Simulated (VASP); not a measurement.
# Ta3N (P-3m1) in VASP: single point with r2SCAN

Aim: the single point of Ta3N with r2SCAN.

Program: VASP 6.6.1. These are calculated values, not measurements. Logs are shortened: lines on timing, memory, paths and dates and some standing lists are left out, and cuts for length are marked.

## 1. The cell of the first run

It takes space group P-3m1 (No. 164, trigonal). Conventional cell: a = 3.075 Å, b = 3.075 Å, c = 7.192 Å, α = 90.00°, β = 90.00°, γ = 120.00°. Within 3.9 Å of Ta (site symmetry -3m) lie 12 Ta at 2.93 to 3.07 Å and 2 N at 3.60 Å. Ta (site symmetry 3m) has 3 N at 2.18 Å and 12 Ta at 2.93 to 3.09 Å within 3.1 Å. Within 2.9 Å of N (site symmetry -3m) lie 6 Ta at 2.18 Å.

## 2. Single point, r2SCAN

POSCAR reads:

```
Ta3N
1.0
    3.0747618715      0.0000000000      0.0000000000
   -1.5373809358      2.6628218913      0.0000000000
    0.0000000000      0.0000000000      7.1919401616
Ta N
3 1
Direct
    0.0000000000      0.0000000000      0.5000000000
    0.3333333333      0.6666666667      0.1755176138
    0.6666666667      0.3333333333      0.8244823862
    0.0000000000      0.0000000000      0.0000000000
```

INCAR.step1 reads:

```
SYSTEM = Ta3N
ALGO = Normal
EDIFF = 1E-4
ENCUT = 520
GGA = PE
ISMEAR = 0
LASPH = .True.
LCHARG = .False.
LREAL = .False.
LWAVE = .True.
NBANDS = 27
NELM = 100
PREC = Accurate
SIGMA = 0.15
```

INCAR.step2 reads:

```
SYSTEM = Ta3N
ALGO = Normal
EDIFF = 1E-7
ENCUT = 520
ISIF = 2
ISMEAR = 0
ISTART = 1
LASPH = .True.
LCHARG = .True.
LELF = .True.
LMIXTAU = .True.
LREAL = .False.
LVHAR = .True.
LWAVE = .False.
METAGGA = R2SCAN
NBANDS = 27
NELM = 100
PREC = Accurate
SIGMA = 0.15
```

KPOINTS reads:

```
k-points
0
Gamma
  24 24 8
  0 0 0
```

Potentials or basis: VASP PAW PBE potentials, release 64 (Ta_pv, N).

Command:

```console
cat potpaw_PBE.64/Ta_pv/POTCAR potpaw_PBE.64/N/POTCAR > POTCAR
cp INCAR.step1 INCAR
mpirun -np 1 vasp_std > vasp.out
cp INCAR.step2 INCAR
mpirun -np 1 vasp_std > vasp.out
```

OUTCAR:

```text
SYSTEM = Ta3N
   EDIFF = 1E-7
   ENCUT = 520
   ISIF = 2
   ISMEAR = 0
   ISTART = 1
   LASPH = .True.
   LREAL = .False.
   METAGGA = R2SCAN
   NELM = 100
   PREC = Accurate

 ion  position               nearest neighbor table
   1  0.000  0.000  0.500-   2 2.93   3 2.93   3 2.93   2 2.93   3 2.93   2 2.93
   2  0.333  0.667  0.176-   4 2.18   4 2.18   4 2.18   1 2.93   1 2.93   1 2.93   3 3.09   3 3.09
                             3 3.09
   3  0.667  0.333  0.824-   4 2.18   4 2.18   4 2.18   1 2.93   1 2.93   1 2.93   2 3.09   2 3.09
                             2 3.09
   4  0.000  0.000  0.000-   2 2.18   3 2.18   3 2.18   2 2.18   3 2.18   2 2.18

  LATTYP: Found a hexagonal cell.
 ALAT       =     3.0747618715
 C/A-ratio  =     2.3390234633

  Lattice vectors:

 A1 = (   3.0747618715,   0.0000000000,   0.0000000000)
 A2 = (  -1.5373809358,   2.6628218913,   0.0000000000)
 A3 = (   0.0000000000,   0.0000000000,   7.1919401616)

Analysis of symmetry for initial positions (statically):
=====================================================================
 Subroutine PRICEL returns:
 Original cell was already a primitive cell.

 Routine SETGRP: Setting up the symmetry group for a
 hexagonal supercell.

 Subroutine GETGRP returns: Found 12 space group operations
 (whereof 12 operations were pure point group operations)
 out of a pool of 24 trial point group operations.

The static configuration has the point symmetry D_3d.

Analysis of symmetry for dynamics (positions and initial velocities):
=====================================================================
 Subroutine PRICEL returns:
 Original cell was already a primitive cell.

 Routine SETGRP: Setting up the symmetry group for a
 hexagonal supercell.

 Subroutine GETGRP returns: Found 12 space group operations
 (whereof 12 operations were pure point group operations)
 out of a pool of 24 trial point group operations.

The dynamic configuration has the point symmetry D_3d.

 Subroutine INISYM returns: Found 12 space group operations
 (whereof 12 operations are pure point group operations),
 and found     1 'primitive' translations

----------------------------------------------------------------------------------------

                                     Primitive cell

  volume of cell :      58.8843

  direct lattice vectors                    reciprocal lattice vectors
     3.074761871  0.000000000  0.000000000     0.325228438  0.187770726  0.000000000
    -1.537380936  2.662821891  0.000000000     0.000000000  0.375541452  0.000000000
     0.000000000  0.000000000  7.191940162     0.000000000  0.000000000  0.139044538

  length of vectors
     3.074761871  3.074761872  7.191940162     0.375541452  0.375541452  0.139044538

  position of ions in fractional coordinates (direct lattice)
     0.000000000  0.000000000  0.500000000
     0.333333333  0.666666667  0.175517614
     0.666666667  0.333333333  0.824482386
     0.000000000  0.000000000  0.000000000

  ion indices of the primitive-cell ions
   primitive index   ion index
                 1           1
                 2           2
                 3           3
                 4           4

----------------------------------------------------------------------------------------

 KPOINTS: k-points

Automatic generation of k-mesh.
 Grid dimensions read from file:
 generate k-points for:   24   24    8

 Generating k-lattice:

  Cartesian coordinates                     Fractional coordinates (reciprocal lattice)
     0.013551185  0.007823780  0.000000000     0.041666667  0.000000000  0.000000000
     0.000000000  0.015647561  0.000000000     0.000000000  0.041666667  0.000000000
     0.000000000  0.000000000  0.017380567     0.000000000  0.000000000  0.125000000

  Length of vectors
     0.015647561  0.015647561  0.017380567

  Shift w.r.t. Gamma in fractional coordinates (k-lattice)
     0.000000000  0.000000000  0.000000000

 Subroutine IBZKPT returns following result:
 ===========================================

 Found    449 irreducible k-points:

 Following reciprocal coordinates:
            Coordinates               Weight
  0.000000  0.000000  0.000000      1.000000
  0.041667  0.000000  0.000000      6.000000
  0.083333 -0.000000  0.000000      6.000000
  0.125000  0.000000  0.000000      6.000000
  0.166667  0.000000  0.000000      6.000000
  0.208333 -0.000000  0.000000      6.000000
[... 16 lines left out ...]
  0.416667  0.041667  0.000000     12.000000
  0.458333  0.041667  0.000000     12.000000
 [... further k-points ...]
   k-points           NKPTS =    449   k-points in BZ     NKDIM =    449   number of bands    NBANDS=     27
   number of dos      NEDOS =    301   number of ions     NIONS =      4
   total plane-waves  NPLWV =  31104
   dimension x,y,z NGX =    24 NGY =   24 NGZ =   54
   dimension x,y,z NGXF=    48 NGYF=   48 NGZF=  108
   ions per type =               3   1
   NGX,Y,Z   is equivalent  to a cutoff of  12.98, 12.98, 12.48 a.u.
   NGXF,Y,Z  is equivalent  to a cutoff of  25.95, 25.95, 24.96 a.u.
 SYSTEM =  Ta3N
   PREC   = accura    normal or accurate (medium, high low for compatibility)
   ISTART =      1    job   : 0-new  1-cont  2-samecut
   ICHARG =      0    charge: 1-file 2-atom 10-const
   ISPIN  =      1    spin polarized calculation?
   LNONCOLLINEAR =      F non collinear calculations
   LSORBIT =      F    spin-orbit coupling
   LASPH  =      T    aspherical Exc in radial PAW
   ENCUT  =  520.0 eV  38.22 Ry    6.18 a.u.   5.72  5.72 13.37*2*pi/ulx,y,z
   NELM   =    100;   NELMIN=  2; NELMDL=  0     # of ELM steps
   EDIFF  = 0.1E-06   stopping-criterion for ELM
   LREAL  =      F    real-space projection
   EDIFFG = 0.1E-05   stopping-criterion for IOM
   NSW    =      0    number of steps for IOM
   IBRION =     -1    ionic relax: 0-MD 1-quasi-New 2-CG
   NFREE  =      0    steps in history (QN), initial steepest desc. (CG)
   ISIF   =      2    stress and relaxation
   ISYM   =      2    0-nonsym 1-usesym 2-fastsym
   POTIM  = 0.5000    time-step for ionic-motion
   TEBEG  =    0.0;   TEEND  =   0.0 temperature during run
   PSTRESS=    0.0 pullay stress
   NELECT =      38.0000    total number of electrons
   NUPDOWN=      -1.0000    fix difference up-down
   EMIN   =  10.00;   EMAX   =-10.00  energy-range for DOS
   EFERMI =   0.00;   METHOD = LEGACY
   ISMEAR =     0;   SIGMA  =   0.15  broadening in eV -4-tet -1-fermi 0-gaus
   EFERMI_NEDOS =   21; number of points for ismear=-14 and -15
   IALGO  =     38    algorithm
   IMIX   =      4    mixing-type and parameters
     AMIX     =   0.40;   BMIX     =  1.00
     AMIX_MAG =   1.60;   BMIX_MAG =  1.00
  volume/ion in A,a.u.               =      14.72        99.34
  Fermi-wavevector in a.u.,A,eV,Ry     =   1.414717  2.673427 27.231017  2.001423
  Thomas-Fermi vector in A             =   2.536230
   LORBIT       =      0    0 simple, 1 ext, 2 COOP (PROOUT), +10 PAW based schemes
   METAGGA = R2SCAN    functional components
   LHFCALC =     F    Hartree Fock is set to
   AEXX    =    0.0000 exact exchange contribution
   IVDW    =     0    specifies the selected vdW correction
   LEPSILON=     F    determine dielectric tensor
   LRPA    =     F    only Hartree local field effects (RPA)
 non-spin polarized calculation
 Gauss-broadening in eV      SIGMA  =   0.15
  energy-cutoff  :      520.00
  volume of cell :       58.88
 maximum number of plane-waves:      1611
 NGX is ok and might be reduce to    24
   NGX = 11   NGY = 11   NGZ = 27

 number of electron      37.9999997 magnetization

 Free energy of the ion-electron system (eV)
  ---------------------------------------------------
  ext. energy  EPLUGINS =         0.00000000
  ---------------------------------------------------
  free energy    TOTEN  =      -156.93787969 eV

  energy without entropy =     -156.91116471  energy(sigma->0) =     -156.92452220

 E-fermi :   6.7613     XC(G=0): -13.8698

 val. band max:        6.7601998108   @ k =   0.0000   0.3750   0.3750
 cond. band min:       6.7614395410   @ k =  -0.2083   0.5000   0.3750
 fundamental gap:      0.0012397302
 Fermi energy:         6.7613342904

 k-point     1 :       0.0000    0.0000    0.0000
  band No.  band energies     occupation
      1     -29.7162      2.00000
      2     -29.4207      2.00000
      3     -29.1114      2.00000
      4     -29.1114      2.00000
      5     -29.0737      2.00000
      6     -29.0737      2.00000
[... 19 lines left out ...]
     26       9.3713      0.00000
     27      10.2967      0.00000

 k-point     2 :       0.0417    0.0000    0.0000
  band No.  band energies     occupation
      1     -29.7139      2.00000
      2     -29.4200      2.00000
      3     -29.1229      2.00000
      4     -29.1159      2.00000
      5     -29.0836      2.00000
      6     -29.0747      2.00000
[... 19 lines left out ...]
     26       9.4398      0.00000
     27      10.4656      0.00000

 k-point     3 :       0.0833   -0.0000    0.0000
  band No.  band energies     occupation
      1     -29.7076      2.00000
      2     -29.4192      2.00000
      3     -29.1548      2.00000
      4     -29.1283      2.00000
      5     -29.1126      2.00000
      6     -29.0784      2.00000
[... 19 lines left out ...]
     26       9.6311      0.00000
     27      10.8143      0.00000

 k-point     4 :       0.1250    0.0000    0.0000
  band No.  band energies     occupation
      1     -29.6984      2.00000
      2     -29.4224      2.00000
      3     -29.2003      2.00000
      4     -29.1579      2.00000
      5     -29.1468      2.00000
      6     -29.0855      2.00000
[... 19 lines left out ...]
     26       9.9594      0.00000
     27      11.0285      0.00000

 k-point     5 :       0.1667    0.0000    0.0000
  band No.  band energies     occupation
      1     -29.6883      2.00000
      2     -29.4391      2.00000
      3     -29.2505      2.00000
      4     -29.2103      2.00000
      5     -29.1695      2.00000
      6     -29.0961      2.00000
[... 19 lines left out ...]
     26      10.3151      0.00000
     27      11.2743      0.00000

 k-point     6 :       0.2083   -0.0000    0.0000
  band No.  band energies     occupation
      1     -29.6811      2.00000
      2     -29.4803      2.00000
      3     -29.3060      2.00000
      4     -29.2467      2.00000
      5     -29.1948      2.00000
      6     -29.1093      2.00000
[... 444 lines left out ...]
      1     -29.7593      2.00000
      2     -29.7046      2.00000
      3     -29.4582      2.00000
      4     -29.2870      2.00000
      5     -29.2372      2.00000
      6     -29.1697      2.00000
[... 19 lines left out ...]
     26      11.5632      0.00000
     27      11.9194      0.00000

 k-point    22 :       0.3750    0.0417    0.0000
  band No.  band energies     occupation
      1     -29.8052      2.00000
      2     -29.7511      2.00000
      3     -29.4699      2.00000
      4     -29.3052      2.00000
      5     -29.2286      2.00000
      6     -29.1818      2.00000
[... 19 lines left out ...]
     26      11.6654      0.00000
     27      12.0792      0.00000

 k-point    23 :       0.4167    0.0417    0.0000
  band No.  band energies     occupation
      1     -29.8409      2.00000
      2     -29.7844      2.00000
      3     -29.4759      2.00000
      4     -29.3180      2.00000
      5     -29.2218      2.00000
      6     -29.1904      2.00000
[... 19 lines left out ...]
     26      11.7309      0.00000
     27      12.2756      0.00000

 k-point    24 :       0.4583    0.0417    0.0000
  band No.  band energies     occupation
      1     -29.8599      2.00000
      2     -29.8019      2.00000
      3     -29.4787      2.00000
      4     -29.3245      2.00000
      5     -29.2181      2.00000
      6     -29.1949      2.00000
[... 19 lines left out ...]
     26      11.9841      0.00000
     27      12.2433      0.00000

 [... further k-points ...]

------------------------ aborting loop because EDIFF is reached ----------------------------------------

  FORCE on cell =-STRESS in cart. coord.  units (eV):
  Direction    XX          YY          ZZ          XY          YZ          ZX
  --------------------------------------------------------------------------------------
  -------------------------------------------------------------------------------------
  Total       -0.9159279     -0.9159279      3.3592983      0.0000000      0.0000000      0.0000000
  in kB      -24.9213862    -24.9213862     91.4027969      0.0000000      0.0000000      0.0000000
  external PRESSURE =      13.8533415 kB  Pullay stress =       0.0000000 kB

 VOLUME and BASIS-vectors are now :
 -----------------------------------------------------------------------------
  energy-cutoff  :      520.00
  volume of cell :       58.88
      direct lattice vectors                 reciprocal lattice vectors
     3.074761871  0.000000000  0.000000000     0.325228438  0.187770726  0.000000000
    -1.537380936  2.662821891  0.000000000     0.000000000  0.375541452  0.000000000
     0.000000000  0.000000000  7.191940162     0.000000000  0.000000000  0.139044538

 POSITION                                       TOTAL-FORCE (eV/Angst)
 -----------------------------------------------------------------------------------
      0.00000      0.00000      3.59597        -0.000000      0.000000      0.000000
     -0.00000      1.77521      1.26231         0.000000     -0.000000     -0.533997
      1.53738      0.88761      5.92963        -0.000000      0.000000      0.533997
      0.00000      0.00000      0.00000        -0.000000      0.000000      0.000000
 -----------------------------------------------------------------------------------
    total drift:                                0.000000      0.000000      0.000000

  FREE ENERGIE OF THE ION-ELECTRON SYSTEM (eV)
  ---------------------------------------------------
  free  energy   TOTEN  =      -156.9378796896 eV

  energy  without entropy=     -156.9111647145  energy(sigma->0) =     -156.92452220
```

Wall time 66 min (1 thread of Oxide Virtual Turin-like, shared host); peak memory 0.61 GiB.

What came out:

| Item | Value |
| --- | --- |
| Free energy | -156.9379 eV |
| Pressure | 1.4 GPa |
| Largest force | 0.534 eV/Å |
| Band gap on the k mesh | zero (bands 19 and 20 overlap by 0.74 eV) |

Forces on the atoms (eV/Å):
```
Ta   0.000  0.000  0.000
Ta   0.000  0.000 -0.534
Ta   0.000  0.000  0.534
N    0.000  0.000  0.000
```

Caveat: the stress differs along the axes, from -2 to 9 GPa; the PAW data sets were made with another functional, which shifts forces and pressure a little; spin-orbit coupling is left out, which moves the levels of the heavy elements.
